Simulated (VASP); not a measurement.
Set up this calculation in VASP 6.6.1, as the native input.

```yaml
Task: relaxation of cell and atoms
Functional: PBE
Potentials_or_basis: VASP PAW PBE potentials, release 64 (Ca_sv, Ge_d)
Cutoff: 600 eV
k_mesh: 12 × 12 × 6
Occupations: gaussian, width 0.1 eV
Spin: no spin polarisation
Dipole_correction: no
Further_INCAR_settings: ALGO = Normal; EDIFF = 1e-06; IBRION = 2; EDIFFG = -0.01; NSW = 100; ISIF = 3
```

The structure of Ca3Ge lies in POSCAR:

```
Ca3Ge
1.0
    3.7449811936      0.0000000000      0.0000000000
    0.0000000000      3.7449811936      0.0000000000
    0.0000000000      0.0000000000      9.3622497402
Ca Ge
3 1
Direct
    0.0000000000      0.0000000000      0.3216238670
    0.5000000000      0.5000000000      0.0000000000
    0.0000000000      0.0000000000      0.6783761330
    0.5000000000      0.5000000000      0.5000000000
```

The input as run:

INCAR

```
PREC = Accurate
ENCUT = 600
EDIFF = 1E-6
ISMEAR = 0
SIGMA = 0.1
LREAL = False
LASPH = True
NELM = 100
ALGO = Normal
ISIF = 3
LWAVE = False
LCHARG = False
GGA = PE
IBRION = 2
NSW = 100
EDIFFG = -0.01
```

KPOINTS

```
Automatic mesh
0
Gamma
  12 12 6
```

Potentials or basis: VASP PAW PBE potentials, release 64 (Ca_sv, Ge_d).

The run is started by

```console
$ cat potpaw_PBE.64/Ca_sv/POTCAR potpaw_PBE.64/Ge_d/POTCAR > POTCAR
$ mpirun -np 1 vasp_std > vasp.out
```

Results of the run:

| Property | Result |
| --- | --- |
| Relaxed volume | 32.89 Å³/atom |
| Relaxed cell | a = 3.693 Å, b = 3.693 Å, c = 9.643 Å, α = 90.00°, β = 90.00°, γ = 90.00° |
| Space group after relaxing (to 0.05 Å) | P4/mmm (No. 123) |
| Energy gained by relaxing | 3.8 meV/atom |
| Ionic steps | 15 |
| Pressure after relaxing | 0.0 GPa |
| Largest force after relaxing | 0.007 eV/Å |
| Band gap on the k mesh | zero (band 22 reaches 3.92 eV, above the bottom of band 23 at 2.48 eV) |

Run time: 40 min on 1 thread of Intel(R) Xeon(R) Platinum 8488C (Sapphire Rapids) (shared host), peak memory 0.6 GiB.
